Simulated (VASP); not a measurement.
# TePb (Pm-3m) in VASP: a series of runs

TePb is run at these levels: r2SCAN0, PBE; tasks: single point.

Everything below comes from runs of VASP 6.6.1. Logs are shortened: lines on timing, memory, paths and dates and some standing lists are left out, and cuts for length are marked.

### 1 The cell of the first run

The structure is cubic, space group Pm-3m (No. 221). The conventional cell has a = 4.002 Å, b = 4.002 Å, c = 4.002 Å, α = 90.00°, β = 90.00°, γ = 90.00°. Within 4.6 Å of Pb (site symmetry m-3m) lie 8 Te at 3.47 Å and 6 Pb at 4.00 Å. Te (site symmetry m-3m) has 8 Pb at 3.47 Å and 6 Te at 4.00 Å within 4.6 Å.

### 2 Single point, r2SCAN0

POSCAR

```
TePb
1.0
    4.0022870000      0.0000000000      0.0000000000
    0.0000000000      4.0022870000      0.0000000000
    0.0000000000      0.0000000000      4.0022870000
Pb Te
1 1
Direct
    0.0000000000      0.0000000000      0.0000000000
    0.5000000000      0.5000000000      0.5000000000
```

INCAR.step1

```
SYSTEM = TePb
  ALGO = Normal
  EDIFF = 1E-5
  ENCUT = 520
  GGA = PE
  ISIF = 2
  ISMEAR = -1
  LASPH = .TRUE.
  LCHARG = .FALSE.
  LREAL = .FALSE.
  LWAVE = .TRUE.
  NBANDS = 17
  NELM = 60
  PREC = Accurate
  SIGMA = 0.05
```

INCAR.step2

```
SYSTEM = TePb
  AEXX = 0.25
  ALGO = Normal
  EDIFF = 1E-6
  ENCUT = 520
  ISIF = 2
  ISMEAR = -1
  ISTART = 1
  LASPH = .TRUE.
  LCHARG = .FALSE.
  LHFCALC = .TRUE.
  LMIXTAU = .TRUE.
  LREAL = .FALSE.
  LWAVE = .FALSE.
  METAGGA = R2SCAN
  NBANDS = 17
  NELM = 60
  PREC = Accurate
  PRECFOCK = Normal
  SIGMA = 0.05
```

KPOINTS

```
k-points
0
G
  4 4 4
  0 0 0
```

Potentials or basis: VASP PAW PBE potentials, release 64 (Pb_d, Te).

The run is started by

```console
$ cat potpaw_PBE.64/Pb_d/POTCAR potpaw_PBE.64/Te/POTCAR > POTCAR
$ cp INCAR.step1 INCAR
$ mpirun -np 1 vasp_std > vasp.out
$ cp INCAR.step2 INCAR
$ mpirun -np 1 vasp_std > vasp.out
```

OUTCAR:

```text
SYSTEM = TePb
   AEXX = 0.25
   EDIFF = 1E-6
   ENCUT = 520
   ISIF = 2
   ISMEAR = -1
   ISTART = 1
   LASPH = .TRUE.
   LHFCALC = .TRUE.
   LREAL = .FALSE.
   METAGGA = R2SCAN
   NELM = 60
   PREC = Accurate
   PRECFOCK = Normal

 ion  position               nearest neighbor table
   1  0.000  0.000  0.000-   2 3.47   2 3.47   2 3.47   2 3.47   2 3.47   2 3.47   2 3.47   2 3.47

   2  0.500  0.500  0.500-   1 3.47   1 3.47   1 3.47   1 3.47   1 3.47   1 3.47   1 3.47   1 3.47

  LATTYP: Found a simple cubic cell.
 ALAT       =     4.0022870000

  Lattice vectors:

 A1 = (   4.0022870000,   0.0000000000,   0.0000000000)
 A2 = (   0.0000000000,   4.0022870000,   0.0000000000)
 A3 = (   0.0000000000,   0.0000000000,   4.0022870000)

Analysis of symmetry for initial positions (statically):
=====================================================================
 Subroutine PRICEL returns:
 Original cell was already a primitive cell.

 Routine SETGRP: Setting up the symmetry group for a
 simple cubic supercell.

 Subroutine GETGRP returns: Found 48 space group operations
 (whereof 48 operations were pure point group operations)
 out of a pool of 48 trial point group operations.

The static configuration has the point symmetry O_h .

Analysis of symmetry for dynamics (positions and initial velocities):
=====================================================================
 Subroutine PRICEL returns:
 Original cell was already a primitive cell.

 Routine SETGRP: Setting up the symmetry group for a
 simple cubic supercell.

 Subroutine GETGRP returns: Found 48 space group operations
 (whereof 48 operations were pure point group operations)
 out of a pool of 48 trial point group operations.

The dynamic configuration has the point symmetry O_h .

 Subroutine INISYM returns: Found 48 space group operations
 (whereof 48 operations are pure point group operations),
 and found     1 'primitive' translations

----------------------------------------------------------------------------------------

                                     Primitive cell

  volume of cell :      64.1098

  direct lattice vectors                    reciprocal lattice vectors
     4.002287000  0.000000000  0.000000000     0.249857144  0.000000000  0.000000000
     0.000000000  4.002287000  0.000000000     0.000000000  0.249857144  0.000000000
     0.000000000  0.000000000  4.002287000     0.000000000  0.000000000  0.249857144

  length of vectors
     4.002287000  4.002287000  4.002287000     0.249857144  0.249857144  0.249857144

  position of ions in fractional coordinates (direct lattice)
     0.000000000  0.000000000  0.000000000
     0.500000000  0.500000000  0.500000000

  ion indices of the primitive-cell ions
   primitive index   ion index
                 1           1
                 2           2

----------------------------------------------------------------------------------------

 KPOINTS: k-points

Automatic generation of k-mesh.
 Grid dimensions read from file:
 generate k-points for:    4    4    4

 Generating k-lattice:

  Cartesian coordinates                     Fractional coordinates (reciprocal lattice)
     0.062464286  0.000000000  0.000000000     0.250000000  0.000000000  0.000000000
     0.000000000  0.062464286  0.000000000     0.000000000  0.250000000  0.000000000
     0.000000000  0.000000000  0.062464286     0.000000000  0.000000000  0.250000000

  Length of vectors
     0.062464286  0.062464286  0.062464286

  Shift w.r.t. Gamma in fractional coordinates (k-lattice)
     0.000000000  0.000000000  0.000000000

 Subroutine IBZKPT returns following result:
 ===========================================

 Found     10 irreducible k-points:

 Following reciprocal coordinates:
            Coordinates               Weight
  0.000000  0.000000  0.000000      1.000000
  0.250000  0.000000  0.000000      6.000000
  0.500000  0.000000  0.000000      3.000000
  0.250000  0.250000  0.000000     12.000000
  0.500000  0.250000  0.000000     12.000000
  0.500000  0.500000  0.000000      3.000000
  0.250000  0.250000  0.250000      8.000000
  0.500000  0.250000  0.250000     12.000000
  0.500000  0.500000  0.250000      6.000000
  0.500000  0.500000  0.500000      1.000000
   k-points           NKPTS =     10   k-points in BZ     NKDIM =     64   number of bands    NBANDS=     17
   number of dos      NEDOS =    301   number of ions     NIONS =      2
   total plane-waves  NPLWV =  27000
   dimension x,y,z NGX =    30 NGY =   30 NGZ =   30
   dimension x,y,z NGXF=    60 NGYF=   60 NGZF=   60
   ions per type =               1   1
   NGX,Y,Z   is equivalent  to a cutoff of  12.46, 12.46, 12.46 a.u.
   NGXF,Y,Z  is equivalent  to a cutoff of  24.92, 24.92, 24.92 a.u.
 SYSTEM =  TePb
   PREC   = accura    normal or accurate (medium, high low for compatibility)
   ISTART =      1    job   : 0-new  1-cont  2-samecut
   ICHARG =      0    charge: 1-file 2-atom 10-const
   ISPIN  =      1    spin polarized calculation?
   LNONCOLLINEAR =      F non collinear calculations
   LSORBIT =      F    spin-orbit coupling
   LASPH  =      T    aspherical Exc in radial PAW
   ENCUT  =  520.0 eV  38.22 Ry    6.18 a.u.   7.44  7.44  7.44*2*pi/ulx,y,z
   NELM   =     60;   NELMIN=  2; NELMDL=  0     # of ELM steps
   EDIFF  = 0.1E-05   stopping-criterion for ELM
   LREAL  =      F    real-space projection
   EDIFFG = 0.1E-04   stopping-criterion for IOM
   NSW    =      0    number of steps for IOM
   IBRION =     -1    ionic relax: 0-MD 1-quasi-New 2-CG
   NFREE  =      0    steps in history (QN), initial steepest desc. (CG)
   ISIF   =      2    stress and relaxation
   ISYM   =      3    0-nonsym 1-usesym 2-fastsym
   POTIM  = 0.5000    time-step for ionic-motion
   TEBEG  =    0.0;   TEEND  =   0.0 temperature during run
   PSTRESS=    0.0 pullay stress
   NELECT =      20.0000    total number of electrons
   NUPDOWN=      -1.0000    fix difference up-down
   EMIN   =  10.00;   EMAX   =-10.00  energy-range for DOS
   EFERMI =   0.00;   METHOD = LEGACY
   ISMEAR =    -1;   SIGMA  =   0.05  broadening in eV -4-tet -1-fermi 0-gaus
   EFERMI_NEDOS =   21; number of points for ismear=-14 and -15
   IALGO  =     38    algorithm
   IMIX   =      1    mixing-type and parameters
     AMIX     =   0.40;   BMIX     =  1.00
     AMIX_MAG =   1.60;   BMIX_MAG =  1.00
  volume/ion in A,a.u.               =      32.05       216.32
  Fermi-wavevector in a.u.,A,eV,Ry     =   1.110307  2.098177 16.773027  1.232783
  Thomas-Fermi vector in A             =   2.246857
   LORBIT       =      0    0 simple, 1 ext, 2 COOP (PROOUT), +10 PAW based schemes
   METAGGA = R2SCAN    functional components
   LHFCALC =     T    Hartree Fock is set to
   PRECFOCK=normal    Normal, Fast or Accurate (Low or Medium for compatibility)
   ENCUT4O =  -1.0   cutoff for four orbital integrals eV
   NKREDX  =     1    reduce k-point grid by
   NKREDY  =     1    reduce k-point grid by
   NKREDZ  =     1    reduce k-point grid by
   AEXX    =    0.2500 exact exchange contribution
   HFSCREEN=    0.0000 screening length (either q_TF or 0.3 A-1)
   HFSCREENC=   0.0000 screening length for correlation (either q_TF or 0.3 A-1)
   ENCUTFOCK=  -1.0 apply spherical cutoff to Coloumb kernel
   IVDW    =     0    specifies the selected vdW correction
   LEPSILON=     F    determine dielectric tensor
   LRPA    =     F    only Hartree local field effects (RPA)
 non-spin polarized calculation
  energy-cutoff  :      520.00
  volume of cell :       64.11
 maximum number of plane-waves:      1750
 NGX is ok and might be reduce to    30
  NGX = 24; NGY = 24; NGZ = 24

 number of electron      20.0000009 magnetization

 Free energy of the ion-electron system (eV)
  ---------------------------------------------------
  ext. energy  EPLUGINS =         0.00000000
  ---------------------------------------------------
  free energy    TOTEN  =       -66.15809263 eV

  energy without entropy =      -66.15803632  energy(sigma->0) =      -66.15806448

 E-fermi :   6.1587     XC(G=0):  -7.9447

 val. band max:        5.7235039917   @ k =   0.5000   0.2500   0.0000
 cond. band min:       6.5244399880   @ k =   0.5000   0.5000   0.0000
 fundamental gap:      0.8009359963
 Fermi energy:         6.1587000518

 k-point     1 :       0.0000    0.0000    0.0000
  band No.  band energies     occupation
      1     -13.9690      2.00000
      2     -13.9690      2.00000
      3     -13.8873      2.00000
      4     -13.8873      2.00000
      5     -13.8873      2.00000
      6      -8.0321      2.00000
[... 9 lines left out ...]
     16      17.7271      0.00000
     17      18.7183      0.00000

 k-point     2 :       0.2500    0.0000    0.0000
  band No.  band energies     occupation
      1     -13.9671      2.00000
      2     -13.9346      2.00000
      3     -13.9010      2.00000
      4     -13.9010      2.00000
      5     -13.8862      2.00000
      6      -7.4702      2.00000
[... 9 lines left out ...]
     16      16.3909      0.00000
     17      18.2523      0.00000

 k-point     3 :       0.5000    0.0000    0.0000
  band No.  band energies     occupation
      1     -13.9652      2.00000
      2     -13.9148      2.00000
      3     -13.9148      2.00000
      4     -13.9003      2.00000
      5     -13.8849      2.00000
      6      -6.4327      2.00000
[... 9 lines left out ...]
     16      19.2302      0.00000
     17      19.8042      0.00000

 k-point     4 :       0.2500    0.2500    0.0000
  band No.  band energies     occupation
      1     -13.9496      2.00000
      2     -13.9199      2.00000
      3     -13.9150      2.00000
      4     -13.8999      2.00000
      5     -13.8973      2.00000
      6      -6.9388      2.00000
[... 9 lines left out ...]
     16      15.5274      0.00000
     17      16.0740      0.00000
[... 63 lines left out ...]
      1     -13.9353      2.00000
      2     -13.9295      2.00000
      3     -13.9119      2.00000
      4     -13.9113      2.00000
      5     -13.8771      2.00000
      6      -5.7289      2.00000
[... 9 lines left out ...]
     16      16.4253      0.00000
     17      18.6665      0.00000

 k-point     9 :       0.5000    0.5000    0.2500
  band No.  band energies     occupation
      1     -13.9534      2.00000
      2     -13.9263      2.00000
      3     -13.9263      2.00000
      4     -13.8938      2.00000
      5     -13.8568      2.00000
      6      -5.3463      2.00000
[... 9 lines left out ...]
     16      18.5102      0.00000
     17      18.7569      0.00000

 k-point    10 :       0.5000    0.5000    0.5000
  band No.  band energies     occupation
      1     -13.9447      2.00000
      2     -13.9447      2.00000
      3     -13.9447      2.00000
      4     -13.8557      2.00000
      5     -13.8557      2.00000
      6      -5.1015      2.00000
[... 9 lines left out ...]
     16      21.9063      0.00000
     17      22.9376      0.00000

------------------------ aborting loop because EDIFF is reached ----------------------------------------

  FORCE on cell =-STRESS in cart. coord.  units (eV):
  Direction    XX          YY          ZZ          XY          YZ          ZX
  --------------------------------------------------------------------------------------
  -------------------------------------------------------------------------------------
  Total       -0.2835386     -0.2835386     -0.2835386      0.0000000      0.0000000      0.0000000
  in kB       -7.0859510     -7.0859510     -7.0859510      0.0000000      0.0000000      0.0000000
  external PRESSURE =      -7.0859510 kB  Pullay stress =       0.0000000 kB

 VOLUME and BASIS-vectors are now :
 -----------------------------------------------------------------------------
  energy-cutoff  :      520.00
  volume of cell :       64.11
      direct lattice vectors                 reciprocal lattice vectors
     4.002287000  0.000000000  0.000000000     0.249857144  0.000000000  0.000000000
     0.000000000  4.002287000  0.000000000     0.000000000  0.249857144  0.000000000
     0.000000000  0.000000000  4.002287000     0.000000000  0.000000000  0.249857144

 POSITION                                       TOTAL-FORCE (eV/Angst)
 -----------------------------------------------------------------------------------
      0.00000      0.00000      0.00000         0.000000      0.000000      0.000000
      2.00114      2.00114      2.00114         0.000000      0.000000      0.000000
 -----------------------------------------------------------------------------------
    total drift:                               -0.000001     -0.000001     -0.000002

  FREE ENERGIE OF THE ION-ELECTRON SYSTEM (eV)
  ---------------------------------------------------
  free  energy   TOTEN  =       -66.1580926332 eV

  energy  without entropy=      -66.1580363187  energy(sigma->0) =      -66.15806448
```

Wall time 13 min (1 thread of Intel Xeon Platinum 8375C at 2.90GHz (Ice Lake), shared host); peak memory 0.19 GiB.

Results:

```yaml
Free_energy: -66.1581 eV
Pressure: -0.7 GPa
Band_gap_on_the_k_mesh: zero (bands 10 and 11 overlap by 1.52 eV)
```

Levels at points of the mesh, in eV from the Fermi level:
```csv
k point,band 8,band 9,band 10,band 11,band 12,band 13
"(0.00, 0.00, 0.00)",-2.32,-2.32,-2.32,5.10,5.10,6.50
"(0.50, 0.00, 0.00)",-1.24,-0.69,-0.69,0.94,3.11,3.11
"(0.50, 0.50, 0.00)",-5.48,-5.48,0.37,4.51,4.86,4.86
"(0.50, 0.50, 0.50)",-3.28,-3.28,-3.28,-1.15,-1.15,-1.15
```

Caveat: the k points lie up to 0.39 Å⁻¹ apart, too coarse for converged energies and pressures of a metal; the PAW data sets were made with another functional, which shifts forces and pressure a little; spin-orbit coupling is left out, which moves the levels of the heavy elements.

### 3 Single point, PBE

This run uses another cell than the first one, of 32.70 Å³/atom.

INCAR

```
SYSTEM = TePb
ALGO = Normal
EDIFF = 1E-6
ENCUT = 500
GGA = PE
GGA_COMPAT = .FALSE.
ISIF = 2
ISMEAR = -1
LASPH = .TRUE.
LCHARG = .FALSE.
LREAL = .FALSE.
LWAVE = .FALSE.
NBANDS = 17
NELM = 120
PREC = Accurate
SIGMA = 0.05
```

KPOINTS

```
k-points
0
G
  7 7 7
  0 0 0
```

POSCAR

```
TePb
1.0
    4.0287929844      0.0000000000      0.0000000000
    0.0000000000      4.0287929844      0.0000000000
    0.0000000000      0.0000000000      4.0287929844
Pb Te
1 1
Direct
    0.0000000000      0.0000000000      0.0000000000
    0.5000000000      0.5000000000      0.5000000000
```

Potentials or basis: VASP PAW PBE potentials, release 64 (Pb_d, Te).

The run is started by

```console
$ cat potpaw_PBE.64/Pb_d/POTCAR potpaw_PBE.64/Te/POTCAR > POTCAR
$ mpirun -np 1 vasp_std > vasp.out
```

Wall time 30 s (1 thread of Intel Xeon Platinum 8175M at 2.50GHz (Skylake/Cascade Lake), shared host); peak memory 0.17 GiB.

The run converged. Its results:

| Property | Result |
| --- | --- |
| Free energy | -7.0579 eV |
| Pressure | -0.8 GPa |
| Band gap on the k mesh | zero (bands 10 and 11 overlap by 0.74 eV) |

Levels at points of the mesh, in eV from the Fermi level:
```
           k point  band 6  band 7  band 8  band 9  band 10  band 11  band 12  band 13  band 14  band 15
(0.00, 0.00, 0.00)  -12.04   -6.85   -1.53   -1.53    -1.53     4.03     4.03     5.10     5.10     5.10
```

Caveat: semilocal functionals underestimate gaps, so a narrow gap can read as zero; spin-orbit coupling is left out, which moves the levels of the heavy elements.
